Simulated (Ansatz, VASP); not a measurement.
# Two plane-wave programs on SnN2F2

Contents of INCAR:

```
SYSTEM = SnN2F2
PREC = Accurate
ENCUT = 520
EDIFF = 1E-7
ISMEAR = 0
SIGMA = 0.01
LREAL = .False.
LASPH = .True.
NELM = 100
ALGO = Normal
ISIF = 2
LWAVE = .False.
LCHARG = .False.
NBANDS = 27
```

The input KPOINTS:

```
Automatic mesh
0
Gamma
  4 4 4
  0 0 0
```

File POSCAR:

```
SnN2F2
1.0
    4.3970390000     -2.6470130000      0.0000000000
    4.3970390000      2.6470130000      0.0000000000
   -1.2529480000      0.0000000000      3.5211200000
Sn N F
1 2 2
Direct
    0.0000000000      0.0000000000      0.0000000000
    0.5380060000      0.5380060000      0.9060690000
    0.4619940000      0.4619940000      0.0939310000
    0.8276440000      0.8276440000      0.3634710000
    0.1723560000      0.1723560000      0.6365290000
```

Input for Ansatz:

```yaml
crystal:
  lattice:
    - [4.397039, -2.647013, 0.0]
    - [4.397039, 2.647013, 0.0]
    - [-1.252948, 0.0, 3.52112]
  atoms:
    - { symbol: Sn, position: [0.0, 0.0, 0.0] }
    - { symbol: "N", position: [0.538006, 0.538006, 0.906069] }
    - { symbol: "N", position: [0.46199399999999996, 0.46199399999999996, 0.093931] }
    - { symbol: F, position: [0.827644, 0.827644, 0.363471] }
    - { symbol: F, position: [0.172356, 0.172356, 0.636529] }
kpoints:
  mp_grid:
    grid: [4, 4, 4]
hamiltonian:
  xc: lda
scf:
  occupations:
    method: fixed
output:
  stress: true
```

Alike in both runs: task single point; functional LDA; k mesh 4 × 4 × 4; no spin polarisation.

```csv
,VASP,Ansatz
version,VASP 6.6.1,Ansatz 0.2.0
potentials or method,"VASP PAW LDA potentials, release 64 (Sn_d, N, F)","plane waves, PAW"
plane-wave cutoff (eV),520,420
occupations,"gaussian, width 0.01 eV",fixed
valence electrons in the cell,38,38
```

Ansatz gave:

* pressure (GPa): -0.8
* traceless stress, the component that is largest in VASP (GPa): 12.19

Question: What did VASP give for the same quantities?

Answer: Pressure (GPa): 0.0; traceless stress, the component that is largest in VASP (GPa): 11.32.

LDA's correlation is that of Perdew and Zunger in VASP and of Perdew and Wang (1992) in Ansatz.

The k mesh is coarse, so the values compare programs but aren't converged. Noted on VASP's run: the standard files for N, O and F lose accuracy on very short bonds.
